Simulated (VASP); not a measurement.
# InP (I-4m2) in VASP: a series of runs

Runs on InP. Level: LDA. Tasks: single point.

All numbers are computed with VASP 6.6.1; they aren't measurements. Logs are shortened: lines on timing, memory, paths and dates and some standing lists are left out, and cuts for length are marked.

**1. The cell of the first run**

Symmetry: I-4m2, No. 119, tetragonal system. Conventional cell: a = 4.162 Å, b = 4.162 Å, c = 5.760 Å, α = 90.00°, β = 90.00°, γ = 90.00°. Within 3.3 Å of In (site symmetry -4m2) lie 4 P at 2.53 Å. P (site symmetry -4m2) has 4 In at 2.53 Å within 3.3 Å.

**2. Single point, LDA (film at in-plane strain +0.01)**

The input, INCAR:

```
SYSTEM = InP
ALGO = Normal
EDIFF = 1E-6
ENCUT = 520
ISIF = 2
ISMEAR = 0
LASPH = .True.
LCHARG = .False.
LREAL = .False.
LWAVE = .False.
NBANDS = 16
NELM = 60
PREC = Accurate
SIGMA = 0.01
```

The input, KPOINTS:

```
k-points
0
Gamma
  8 8 8
  0 0 0
```

The input, POSCAR:

```
InP
1.0
    2.9427959525      2.9427959525      0.0000000000
   -2.9427959525      2.9427959525      0.0000000000
    0.0000000000      2.9427959525      2.8802370782
In P
1 1
Direct
    0.0000000000      0.0000000000      0.0000000000
    0.7500000000      0.2500000000      0.5000000000
```

Potentials or basis: VASP PAW LDA potentials, release 64 (In_d, P).

The run is started by

```bash
$ cat potpaw_LDA.64/In_d/POTCAR potpaw_LDA.64/P/POTCAR > POTCAR
$ mpirun -np 1 vasp_std > vasp.out
```

OUTCAR:

```text
SYSTEM = InP
   EDIFF = 1E-6
   ENCUT = 520
   ISIF = 2
   ISMEAR = 0
   LASPH = .True.
   LREAL = .False.
   NELM = 60
   PREC = Accurate

 ion  position               nearest neighbor table
   1  0.000  0.000  0.000-   2 2.53   2 2.53   2 2.53   2 2.53
   2  0.750  0.250  0.500-   1 2.53   1 2.53   1 2.53   1 2.53

  LATTYP: Found a body centered tetragonal cell.
 ALAT       =     4.1617419473
 C/A-ratio  =     1.3841497693

  Lattice vectors:

 A1 = (   2.9427959525,   0.0000000000,  -2.8802370782)
 A2 = (  -2.9427959525,   0.0000000000,  -2.8802370782)
 A3 = (   0.0000000000,   2.9427959525,   2.8802370782)

Analysis of symmetry for initial positions (statically):
=====================================================================
 Subroutine PRICEL returns:
 Original cell was already a primitive cell.

 Routine SETGRP: Setting up the symmetry group for a
 body centered tetragonal supercell.

 Subroutine GETGRP returns: Found  8 space group operations
 (whereof  8 operations were pure point group operations)
 out of a pool of 16 trial point group operations.

The static configuration has the point symmetry D_2d.

Analysis of symmetry for dynamics (positions and initial velocities):
=====================================================================
 Subroutine PRICEL returns:
 Original cell was already a primitive cell.

 Routine SETGRP: Setting up the symmetry group for a
 body centered tetragonal supercell.

 Subroutine GETGRP returns: Found  8 space group operations
 (whereof  8 operations were pure point group operations)
 out of a pool of 16 trial point group operations.

The dynamic configuration has the point symmetry D_2d.

 Subroutine INISYM returns: Found  8 space group operations
 (whereof  8 operations are pure point group operations),
 and found     1 'primitive' translations

----------------------------------------------------------------------------------------

                                     Primitive cell

  volume of cell :      49.8860

  direct lattice vectors                    reciprocal lattice vectors
     2.942795953  2.942795953  0.000000000     0.169906445  0.169906445 -0.173596821
    -2.942795953  2.942795953  0.000000000    -0.169906445  0.169906445 -0.173596821
     0.000000000  2.942795953  2.880237078     0.000000000  0.000000000  0.347193642

  length of vectors
     4.161741947  4.161741947  4.117743757     0.296432550  0.296432550  0.347193642

  position of ions in fractional coordinates (direct lattice)
     0.000000000  0.000000000  0.000000000
     0.750000000  0.250000000  0.500000000

  ion indices of the primitive-cell ions
   primitive index   ion index
                 1           1
                 2           2

----------------------------------------------------------------------------------------

 KPOINTS: k-points

Automatic generation of k-mesh.
 Grid dimensions read from file:
 generate k-points for:    8    8    8

 Generating k-lattice:

  Cartesian coordinates                     Fractional coordinates (reciprocal lattice)
     0.021238306  0.021238306 -0.021699603     0.125000000  0.000000000  0.000000000
    -0.021238306  0.021238306 -0.021699603     0.000000000  0.125000000  0.000000000
     0.000000000  0.000000000  0.043399205     0.000000000  0.000000000  0.125000000

  Length of vectors
     0.037054069  0.037054069  0.043399205

  Shift w.r.t. Gamma in fractional coordinates (k-lattice)
     0.000000000  0.000000000  0.000000000

 Subroutine IBZKPT returns following result:
 ===========================================

 Found     59 irreducible k-points:

 Following reciprocal coordinates:
            Coordinates               Weight
  0.000000  0.000000  0.000000      1.000000
  0.125000  0.000000  0.000000      8.000000
  0.250000  0.000000  0.000000      8.000000
  0.375000  0.000000  0.000000      8.000000
  0.500000  0.000000  0.000000      4.000000
  0.125000  0.125000  0.000000      8.000000
[... 16 lines left out ...]
  0.250000  0.000000  0.125000      4.000000
  0.375000  0.000000  0.125000      8.000000
 [... further k-points ...]
   k-points           NKPTS =     59   k-points in BZ     NKDIM =     59   number of bands    NBANDS=     16
   number of dos      NEDOS =    301   number of ions     NIONS =      2
   total plane-waves  NPLWV =  32768
   dimension x,y,z NGX =    32 NGY =   32 NGZ =   32
   dimension x,y,z NGXF=    64 NGYF=   64 NGZF=   64
   ions per type =               1   1
   NGX,Y,Z   is equivalent  to a cutoff of  12.78, 12.78, 12.92 a.u.
   NGXF,Y,Z  is equivalent  to a cutoff of  25.57, 25.57, 25.84 a.u.
 SYSTEM =  InP
   PREC   = accura    normal or accurate (medium, high low for compatibility)
   ISTART =      0    job   : 0-new  1-cont  2-samecut
   ICHARG =      2    charge: 1-file 2-atom 10-const
   ISPIN  =      1    spin polarized calculation?
   LNONCOLLINEAR =      F non collinear calculations
   LSORBIT =      F    spin-orbit coupling
   LASPH  =      T    aspherical Exc in radial PAW
   ENCUT  =  520.0 eV  38.22 Ry    6.18 a.u.   7.74  7.74  7.66*2*pi/ulx,y,z
   NELM   =     60;   NELMIN=  2; NELMDL= -5     # of ELM steps
   EDIFF  = 0.1E-05   stopping-criterion for ELM
   LREAL  =      F    real-space projection
[... 7 lines left out ...]
   TEBEG  =    0.0;   TEEND  =   0.0 temperature during run
   PSTRESS=    0.0 pullay stress
   NELECT =      18.0000    total number of electrons
   NUPDOWN=      -1.0000    fix difference up-down
   EMIN   =  10.00;   EMAX   =-10.00  energy-range for DOS
   EFERMI =   0.00;   METHOD = LEGACY
   ISMEAR =     0;   SIGMA  =   0.01  broadening in eV -4-tet -1-fermi 0-gaus
   EFERMI_NEDOS =   21; number of points for ismear=-14 and -15
   IALGO  =     38    algorithm
   IMIX   =      4    mixing-type and parameters
     AMIX     =   0.40;   BMIX     =  1.00
     AMIX_MAG =   1.60;   BMIX_MAG =  1.00
  volume/ion in A,a.u.               =      24.94       168.32
  Fermi-wavevector in a.u.,A,eV,Ry     =   1.165484  2.202445 18.481500  1.358352
  Thomas-Fermi vector in A             =   2.302009
   LORBIT       =      0    0 simple, 1 ext, 2 COOP (PROOUT), +10 PAW based schemes
   GGA     = CA    functional components
   LHFCALC =     F    Hartree Fock is set to
   AEXX    =    0.0000 exact exchange contribution
   IVDW    =     0    specifies the selected vdW correction
   LEPSILON=     F    determine dielectric tensor
   LRPA    =     F    only Hartree local field effects (RPA)
 non-spin polarized calculation
 Gauss-broadening in eV      SIGMA  =   0.01
  energy-cutoff  :      520.00
  volume of cell :       49.89
 maximum number of plane-waves:      1359
   NGX = 15   NGY = 15   NGZ = 15

 number of electron      18.0000002 magnetization

 Free energy of the ion-electron system (eV)
  ---------------------------------------------------
  ext. energy  EPLUGINS =         0.00000000
  ---------------------------------------------------
  free energy    TOTEN  =        -9.66944074 eV

  energy without entropy =       -9.66944074  energy(sigma->0) =       -9.66944074

 E-fermi :   5.2509     XC(G=0):  -9.6496

 val. band max:        5.1746130132   @ k =   0.0000   0.0000   0.0000
 cond. band min:       5.6649131349   @ k =   0.0000   0.0000   0.0000
 fundamental gap:      0.4903001217
 Fermi energy:         5.2508701703

 k-point     1 :       0.0000    0.0000    0.0000
  band No.  band energies     occupation
      1      -9.1011      2.00000
      2      -9.1011      2.00000
      3      -9.0925      2.00000
      4      -8.9396      2.00000
      5      -8.9384      2.00000
      6      -6.4977      2.00000
[... 8 lines left out ...]
     15      14.4064      0.00000
     16      14.7290      0.00000

 k-point     2 :       0.1250    0.0000    0.0000
  band No.  band energies     occupation
      1      -9.1182      2.00000
      2      -9.0931      2.00000
      3      -9.0873      2.00000
      4      -8.9400      2.00000
      5      -8.9380      2.00000
      6      -6.3152      2.00000
[... 8 lines left out ...]
     15      13.9620      0.00000
     16      14.2644      0.00000

 k-point     3 :       0.2500    0.0000    0.0000
  band No.  band energies     occupation
      1      -9.1628      2.00000
      2      -9.0765      2.00000
      3      -9.0712      2.00000
      4      -8.9384      2.00000
      5      -8.9343      2.00000
      6      -5.8042      2.00000
[... 8 lines left out ...]
     15      13.6502      0.00000
     16      14.0686      0.00000

 k-point     4 :       0.3750    0.0000    0.0000
  band No.  band energies     occupation
      1      -9.2047      2.00000
      2      -9.0641      2.00000
      3      -9.0587      2.00000
      4      -8.9327      2.00000
      5      -8.9259      2.00000
      6      -5.1142      2.00000
[... 8 lines left out ...]
     15      14.5699      0.00000
     16      14.6138      0.00000

 k-point     5 :       0.5000    0.0000    0.0000
  band No.  band energies     occupation
      1      -9.2214      2.00000
      2      -9.0604      2.00000
      3      -9.0549      2.00000
      4      -8.9289      2.00000
      5      -8.9210      2.00000
      6      -4.7147      2.00000
[... 8 lines left out ...]
     15      15.6542      0.00000
     16      15.8057      0.00000

 k-point     6 :       0.1250    0.1250    0.0000
  band No.  band energies     occupation
      1      -9.1467      2.00000
      2      -9.0800      2.00000
      3      -9.0765      2.00000
      4      -8.9445      2.00000
      5      -8.9331      2.00000
      6      -6.0201      2.00000
[... 8 lines left out ...]
     15      13.9793      0.00000
     16      15.2167      0.00000
[... 267 lines left out ...]
 k-point    21 :       0.5000    0.5000    0.0000
  band No.  band energies     occupation
      1      -9.2883      2.00000
      2      -8.9917      2.00000
      3      -8.9913      2.00000
      4      -8.9864      2.00000
      5      -8.9038      2.00000
      6      -4.0603      2.00000
[... 8 lines left out ...]
     15      15.8979      0.00000
     16      16.8555      0.00000

 k-point    22 :       0.0000    0.0000    0.1250
  band No.  band energies     occupation
      1      -9.1277      2.00000
      2      -9.0854      2.00000
      3      -9.0854      2.00000
      4      -8.9469      2.00000
      5      -8.9326      2.00000
      6      -6.2489      2.00000
[... 8 lines left out ...]
     15      14.5565      0.00000
     16      14.7298      0.00000

 k-point    23 :       0.2500    0.0000    0.1250
  band No.  band energies     occupation
      1      -9.1482      2.00000
      2      -9.0841      2.00000
      3      -9.0703      2.00000
      4      -8.9420      2.00000
      5      -8.9353      2.00000
      6      -6.0284      2.00000
[... 8 lines left out ...]
     15      13.8761      0.00000
     16      15.3006      0.00000

 k-point    24 :       0.3750    0.0000    0.1250
  band No.  band energies     occupation
      1      -9.1875      2.00000
      2      -9.0660      2.00000
      3      -9.0578      2.00000
      4      -8.9396      2.00000
      5      -8.9325      2.00000
      6      -5.4489      2.00000
[... 8 lines left out ...]
     15      14.6115      0.00000
     16      15.4744      0.00000

 [... further k-points ...]

------------------------ aborting loop because EDIFF is reached ----------------------------------------

  FORCE on cell =-STRESS in cart. coord.  units (eV):
  Direction    XX          YY          ZZ          XY          YZ          ZX
  --------------------------------------------------------------------------------------
  -------------------------------------------------------------------------------------
  Total       -0.2832145     -0.2832145      0.0007130      0.0000000      0.0000000      0.0000000
  in kB       -9.0959395     -9.0959395      0.0228998      0.0000000      0.0000000      0.0000000
  external PRESSURE =      -6.0563264 kB  Pullay stress =       0.0000000 kB

 VOLUME and BASIS-vectors are now :
 -----------------------------------------------------------------------------
  energy-cutoff  :      520.00
  volume of cell :       49.89
      direct lattice vectors                 reciprocal lattice vectors
     2.942795953  2.942795953  0.000000000     0.169906445  0.169906445 -0.173596821
    -2.942795953  2.942795953  0.000000000    -0.169906445  0.169906445 -0.173596821
     0.000000000  2.942795953  2.880237078     0.000000000  0.000000000  0.347193642

 POSITION                                       TOTAL-FORCE (eV/Angst)
 -----------------------------------------------------------------------------------
      0.00000      0.00000      0.00000        -0.000000      0.000000      0.000000
      1.47140      4.41419      1.44012         0.000000     -0.000000      0.000000
 -----------------------------------------------------------------------------------
    total drift:                               -0.000000     -0.000000      0.000000

  FREE ENERGIE OF THE ION-ELECTRON SYSTEM (eV)
  ---------------------------------------------------
  free  energy   TOTEN  =        -9.6694407390 eV

  energy  without entropy=       -9.6694407390  energy(sigma->0) =       -9.66944074
```

Wall time 48 s (1 thread of Intel Xeon 8259CL, shared host); peak memory 0.18 GiB.

Results:

| Quantity | Value |
| --- | --- |
| Free energy | -9.6694 eV |
| Pressure | -0.6 GPa |
| Band gap on the k mesh | 0.49 eV |

Caveat: the cell differs from its parent crystal (film at in-plane strain +0.01); semilocal functionals underestimate gaps, and a narrow one can read as zero; spin-orbit coupling is left out, which moves the levels of the heavy elements.

**3. Single point, LDA (in-plane strain +0.01)**

The input, INCAR:

```
PREC     = Accurate       # precision mode
ENCUT    = 520            # plane-wave cutoff, eV
EDIFF    = 1E-6           # SCF threshold, eV
ISMEAR   = 0              # smearing method
SIGMA    = 0.01           # smearing width, eV
LREAL    = F              # projectors in reciprocal space
LASPH    = T              # aspherical terms in the spheres
NELM     = 100            # most SCF steps
ALGO     = Normal         # electronic algorithm
ISIF     = 2              # what is computed and relaxed
LWAVE    = F              # write WAVECAR
LCHARG   = F              # write CHGCAR
GGA      = CA             # functional
NBANDS   = 16             # bands
```

The input, KPOINTS:

```
Automatic mesh
0
Gamma
  8 8 8
```

POSCAR, as its differences from that of step 2:

```diff
@@ -4,3 +4,3 @@
    -2.9427959525      2.9427959525      0.0000000000
-    0.0000000000      2.9427959525      2.8802370782
+    0.0000000000      2.9427959525      2.8961774027
 In P
```

Potentials or basis: VASP PAW LDA potentials, release 64 (In_d, P).

The run is started by

```bash
$ cat potpaw_LDA.64/In_d/POTCAR potpaw_LDA.64/P/POTCAR > POTCAR
$ mpirun -np 1 vasp_std > vasp.out
```

OUTCAR:

```text
PREC = Accurate
   ENCUT = 520
   EDIFF = 1E-6
   ISMEAR = 0
   LREAL = F
   LASPH = T
   NELM = 100
   ISIF = 2
   GGA = CA

 ion  position               nearest neighbor table
   1  0.000  0.000  0.000-   2 2.54   2 2.54   2 2.54   2 2.54
   2  0.750  0.250  0.500-   1 2.54   1 2.54   1 2.54   1 2.54

  LATTYP: Found a body centered tetragonal cell.
 ALAT       =     4.1617419473
 C/A-ratio  =     1.3918101792

  Lattice vectors:

 A1 = (   2.9427959525,   0.0000000000,  -2.8961774027)
 A2 = (  -2.9427959525,   0.0000000000,  -2.8961774027)
 A3 = (   0.0000000000,   2.9427959525,   2.8961774027)

Analysis of symmetry for initial positions (statically):
=====================================================================
 Subroutine PRICEL returns:
 Original cell was already a primitive cell.

 Routine SETGRP: Setting up the symmetry group for a
 body centered tetragonal supercell.

 Subroutine GETGRP returns: Found  8 space group operations
 (whereof  8 operations were pure point group operations)
 out of a pool of 16 trial point group operations.

[... 161 lines left out ...]

 E-fermi :   5.1798     XC(G=0):  -9.6256

 val. band max:        5.0964881987   @ k =   0.0000   0.0000   0.0000
 cond. band min:       5.5745092274   @ k =   0.0000   0.0000   0.0000
 fundamental gap:      0.4780210286
 Fermi energy:         5.1798042409

 k-point     1 :       0.0000    0.0000    0.0000
  band No.  band energies     occupation
      1      -9.1497      2.00000
      2      -9.1497      2.00000
      3      -9.1433      2.00000
      4      -8.9916      2.00000
      5      -8.9906      2.00000
      6      -6.5213      2.00000
[... 433 lines left out ...]
      3      -9.1086      2.00000
      4      -8.9922      2.00000
      5      -8.9841      2.00000
      6      -5.4798      2.00000
[... 8 lines left out ...]
     15      14.5439      0.00000
     16      15.3654      0.00000

 [... further k-points ...]

------------------------ aborting loop because EDIFF is reached ----------------------------------------

  FORCE on cell =-STRESS in cart. coord.  units (eV):
  Direction    XX          YY          ZZ          XY          YZ          ZX
  --------------------------------------------------------------------------------------
  -------------------------------------------------------------------------------------
  Total       -0.3767056     -0.3767056     -0.1611737      0.0000000      0.0000000     -0.0000000
  in kB      -12.0319839    -12.0319839     -5.1478890      0.0000000      0.0000000     -0.0000000
  external PRESSURE =      -9.7372856 kB  Pullay stress =       0.0000000 kB

 VOLUME and BASIS-vectors are now :
 -----------------------------------------------------------------------------
  energy-cutoff  :      520.00
  volume of cell :       50.16
      direct lattice vectors                 reciprocal lattice vectors
     2.942795953  2.942795953  0.000000000     0.169906445  0.169906445 -0.172641358
    -2.942795953  2.942795953  0.000000000    -0.169906445  0.169906445 -0.172641358
     0.000000000  2.942795953  2.896177403     0.000000000  0.000000000  0.345282716

 POSITION                                       TOTAL-FORCE (eV/Angst)
 -----------------------------------------------------------------------------------
      0.00000      0.00000      0.00000         0.000000      0.000000      0.000000
      1.47140      4.41419      1.44809        -0.000000     -0.000000      0.000000
 -----------------------------------------------------------------------------------
    total drift:                               -0.000000     -0.000000     -0.000000

  FREE ENERGIE OF THE ION-ELECTRON SYSTEM (eV)
  ---------------------------------------------------
  free  energy   TOTEN  =        -9.6691029861 eV

  energy  without entropy=       -9.6691029861  energy(sigma->0) =       -9.66910299
```

OSZICAR:

```text
N       E                     dE             d eps       ncg     rms          rms(c)
DAV:   1     0.112197699963E+03    0.11220E+03   -0.84529E+03  1904   0.127E+03
DAV:   2    -0.240533919351E+01   -0.11460E+03   -0.10936E+03  2040   0.304E+02
DAV:   3    -0.989872146903E+01   -0.74934E+01   -0.74595E+01  2512   0.755E+01
DAV:   4    -0.100963344650E+02   -0.19761E+00   -0.19755E+00  2352   0.133E+01
DAV:   5    -0.101061169179E+02   -0.97825E-02   -0.97822E-02  2872   0.255E+00    0.585E+00
DAV:   6    -0.971659775436E+01    0.38952E+00   -0.58366E-01  3040   0.126E+01    0.347E+00
DAV:   7    -0.967452734706E+01    0.42070E-01   -0.13719E-01  2800   0.298E+00    0.118E+00
DAV:   8    -0.966926139900E+01    0.52659E-02   -0.12864E-02  2344   0.130E+00    0.357E-01
DAV:   9    -0.966907281972E+01    0.18858E-03   -0.99180E-04  2656   0.332E-01    0.173E-01
DAV:  10    -0.966910124071E+01   -0.28421E-04   -0.14869E-04  2864   0.167E-01    0.991E-02
DAV:  11    -0.966910521347E+01   -0.39728E-05   -0.31734E-05  2928   0.855E-02    0.593E-02
DAV:  12    -0.966910297850E+01    0.22350E-05   -0.46969E-06  2336   0.158E-02    0.916E-03
DAV:  13    -0.966910298609E+01   -0.75852E-08   -0.46661E-07  1456   0.384E-03
   1 F= -.96691030E+01 E0= -.96691030E+01  d E =-.785833E-35
```

stdout:

```text
POSCAR found type information on POSCAR InP
 POSCAR found :  2 types and       2 ions
 scaLAPACK will be used
 LDA part: xc-table for (Slater(with rela. corr.)+CA(PZ))
 , standard interpolation
 POSCAR, INCAR and KPOINTS ok, starting setup
 FFT: planning ... GRIDC
 FFT: planning ... GRID_SOFT
 FFT: planning ... GRID
 WAVECAR not read
 entering main loop
```

Run time: 62 s. Hardware: 1 thread of Intel Xeon 8259CL, shared host; peak memory 0.18 GiB.

What came out:

| Quantity | Value |
| --- | --- |
| Free energy | -9.6691 eV |
| Pressure | -1.0 GPa |
| Band gap on the k mesh | 0.48 eV |

Caveat: the cell differs from its parent crystal (in-plane strain +0.01); semilocal functionals underestimate gaps, and a narrow one can read as zero; spin-orbit coupling is left out, which moves the levels of the heavy elements.
